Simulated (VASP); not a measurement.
Here is a VASP 6.6.1 calculation.

Contents of INCAR:

```
ALGO = Normal ; EDIFF = 1E-6
ENCUT = 520 ; GGA = PE
ISIF = 2 ; ISMEAR = 0
LASPH = True ; LCHARG = False
LREAL = Auto ; LWAVE = False
NBANDS = 92 ; NELECT = 138.0
NELM = 100 ; PREC = Accurate
SIGMA = 0.02
```

KPOINTS

```
Automatic mesh
0
Gamma
  2 2 2
  0.5 0.5 0.5
```

The input POSCAR:

```
Si32Ag
1.0
   -5.4700937627     -5.4700937627      5.4700937627
    5.4700937627     -5.4700937627     -5.4700937627
    5.4700937627      5.4700937627      5.4700937627
Si Ag
32 1
Direct
    0.2477473986      0.7478074741      0.7476547345
   -0.0000183726      0.7303385780     -0.0099703958
    0.4889194072      0.4889684923      0.7406619842
    0.2522039950      0.5000123615     -0.0001195592
   -0.0000324492      0.5110670166      0.2517051919
    0.7480448558      0.7480862628      0.2508148049
    0.4999769874      0.7522573065      0.4998704078
   -0.0000305296      0.0000217547      0.7509331975
    0.7477552813      0.2477991345      0.7476522666
    0.4999683952      0.2522526231     -0.0001318990
    0.2697217020      0.2697217934      0.2597342133
   -0.0000227601      0.2519729204      0.5027623144
    0.7522161737      0.5000368584      0.4998929851
    0.7302261485     -0.0000180070     -0.0100237770
    0.5110072370      0.0000165445      0.2517139668
    0.2519092103      0.0000187383      0.5027466839
    0.2521925692      0.7522527362      0.5023453197
   -0.0000187383      0.7480908331      0.7472532789
    0.5110314597      0.5110805447      0.5093379786
    0.2477427369      0.5000230560      0.7501295550
   -0.0000164531      0.4889928063     -0.0017139560
    0.7302781585      0.7302783413     -0.0097342024
    0.4999875905      0.7477960484      0.2501195700
   -0.0000217547      0.0000306210      0.4990668567
    0.7522009089      0.2522447621      0.5023476963
    0.4999630936      0.2477837783      0.7501069777
    0.2519137806      0.2519550962     -0.0008147941
    0.0000180070      0.2697738035      0.2600237878
    0.7477474203      0.5000316482      0.2501320013
    0.7480270316      0.0000227601      0.7472377398
    0.4889330267      0.0000325406     -0.0017051810
    0.2696615568      0.0000184640      0.2599704981
   -0.0000780608      0.0000780608      0.1250000511
```

Potentials or basis: VASP PAW PBE potentials, release 64 (Si, Ag).

Command:

```console
$ cat potpaw_PBE.64/Si/POTCAR potpaw_PBE.64/Ag/POTCAR > POTCAR
$ mpirun -np 1 vasp_std > vasp.out
```

**Question.** Estimate the largest force.

**Answer.** 0.008 eV/Å.

Forces in eV/Å, atoms in the order of the input:
```
Si  -0.001  0.001 -0.001
Si   0.002 -0.005 -0.005
Si   0.000  0.001  0.001
Si  -0.001 -0.001  0.001
Si   0.002  0.000  0.001
Si   0.000  0.003  0.000
Si   0.001 -0.001 -0.001
Si   0.000  0.000  0.000
Si  -0.001  0.001 -0.001
Si   0.001 -0.001 -0.001
Si  -0.005  0.002 -0.006
Si   0.003  0.000  0.000
Si  -0.001 -0.001  0.001
Si  -0.004 -0.006  0.001
Si   0.001  0.000  0.001
Si   0.000  0.000  0.003
Si   0.001 -0.001  0.001
Si  -0.003  0.000  0.000
Si  -0.001 -0.001  0.000
Si   0.001  0.001 -0.001
Si  -0.001  0.000 -0.001
Si   0.006 -0.002  0.005
Si  -0.001  0.001  0.001
Si   0.000  0.000  0.000
Si   0.001 -0.001  0.001
Si  -0.001  0.001  0.001
Si   0.000 -0.003  0.000
Si  -0.001  0.006  0.004
Si   0.001  0.001 -0.001
Si   0.000  0.000 -0.003
Si  -0.001  0.000 -0.002
Si   0.005  0.005 -0.002
Ag  -0.003  0.000  0.003
```

Caveat: the cell carries a net charge on a neutralising background, which shifts energy and pressure.
